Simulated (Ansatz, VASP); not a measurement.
## Two plane-wave programs on Sr2AlPtC6N6

```xyz
16
Lattice="0.0000 5.0495 5.0495 5.0495 0.0000 5.0495 5.0495 5.0495 0.0000" Properties=species:S:1:pos:R:3 pbc="T T T"
Sr    2.5248    2.5248    2.5248
Sr    7.5743    7.5743    7.5743
Al    5.0495    5.0495    5.0495
Pt    0.0000    0.0000    0.0000
C     1.9170    5.0495    5.0495
C     5.0495    1.9170    5.0495
C     5.0495    5.0495    1.9170
C     8.1820    5.0495    5.0495
C     5.0495    8.1820    5.0495
C     5.0495    5.0495    8.1820
N     3.0870    5.0495    5.0495
N     5.0495    3.0870    5.0495
N     5.0495    5.0495    3.0870
N     7.0120    5.0495    5.0495
N     5.0495    7.0120    5.0495
N     5.0495    5.0495    7.0120
```

Alike in both runs: task relaxation of cell and atoms; functional PBE; k mesh 4 × 4 × 4; occupations gaussian, width 0.1 eV; no spin polarisation.

|  | VASP | Ansatz |
| --- | --- | --- |
| version | VASP 6.6.1 | Ansatz 0.2.0 |
| potentials or method | VASP PAW PBE potentials, release 64 (Sr_sv, Al, Pt, C, N), cutoff 600 eV | scalar-relativistic, plane waves, PAW |
| valence electrons in the cell | 87 | 95 |

VASP gave:

| Item | Value |
| --- | --- |
| gap on the k mesh at the Fermi level, each at its own relaxed structure (eV) | none |
| relaxed volume (Å³/atom) | 19.66 |
| relaxed cell length with the largest relative difference (Å) | 7.633 |

Q: What did Ansatz give for the same quantities?

A: gap on the k mesh at the Fermi level, each at its own relaxed structure (eV): none; relaxed volume (Å³/atom): 19.67; relaxed cell length with the largest relative difference (Å): 7.635.

A gap of «none» marks a metal or a gap that the smearing closes. VASP's potentials hold 87 valence electrons a cell and Ansatz's 95, so a difference there can come from the potentials and not from the codes.

Neither program's run includes spin-orbit coupling. Noted on VASP's run: the standard files for N, O and F lose accuracy on very short bonds; the volume moved by over 15 % at a fixed basis, so the end points are rough.
